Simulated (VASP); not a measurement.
Write the native input for VASP 6.6.1 that does the following.

| Item | Value |
| --- | --- |
| Task | relaxation of cell and atoms |
| Functional | PBE |
| Potentials or basis | VASP PAW PBE potentials, release 64 (Ga_d, As, N) |
| Cutoff | 600 eV |
| k mesh | 6 × 6 × 6 |
| Occupations | gaussian, width 0.1 eV |
| Spin | no spin polarisation |
| Dipole correction | no |
| Further INCAR settings | ALGO = Normal; EDIFF = 1e-06; IBRION = 2; EDIFFG = -0.04; NSW = 90; ISIF = 3 |

The structure of Ga2AsN lies in POSCAR:

```
Ga2AsN
1.0
    1.8467184000      1.0662033600      6.0313570300
   -1.8467184000      1.0662033600      6.0313570300
    0.0000000000     -2.1324067300      6.0313570300
Ga As N
2 1 1
Direct
    0.7500000000      0.7500000000      0.7500000000
    0.2500000000      0.2500000000      0.2500000000
    0.0000000000      0.0000000000      0.0000000000
    0.5000000000      0.5000000000      0.5000000000
```

These files were run (other wordings do the same):

INCAR

```
SYSTEM = Ga2AsN
PREC = Accurate
ENCUT = 600
EDIFF = 1E-6
ISMEAR = 0
SIGMA = 0.1
LREAL = .False.
LASPH = .True.
NELM = 60
ALGO = Normal
ISIF = 3
LWAVE = .False.
LCHARG = .False.
GGA = PE
IBRION = 2
NSW = 90
EDIFFG = -0.04
```

KPOINTS

```
Automatic mesh
0
Gamma
  6 6 6
  0 0 0
```

Potentials or basis: VASP PAW PBE potentials, release 64 (Ga_d, As, N).

The run is started by

```sh
$ cat potpaw_PBE.64/Ga_d/POTCAR potpaw_PBE.64/As/POTCAR potpaw_PBE.64/N/POTCAR > POTCAR
$ mpirun -np 1 vasp_std > vasp.out
```

It gave:

The relaxed volume is 14.68 Å³/atom. The relaxed cell is a = 6.535 Å, b = 6.535 Å, c = 6.535 Å, α = 29.18°, β = 29.18°, γ = 29.18° and the space group after relaxing (to 0.1 Å) is R-3m (No. 166). The energy gained by relaxing is 421.0 meV/atom and the ionic steps are 14. The pressure after relaxing is -0.4 GPa and the largest force after relaxing is 0.006 eV/Å. The band gap on the k mesh is zero (bands 18 and 19 overlap by 3.04 eV).

Caveat: the volume moved by over 15 % at a fixed basis, so the end points are rough.

It took 27 min on 1 thread of AMD EPYC 7R43 64-Core Processor (Zen 3) (shared host), peak memory 0.43 GiB.
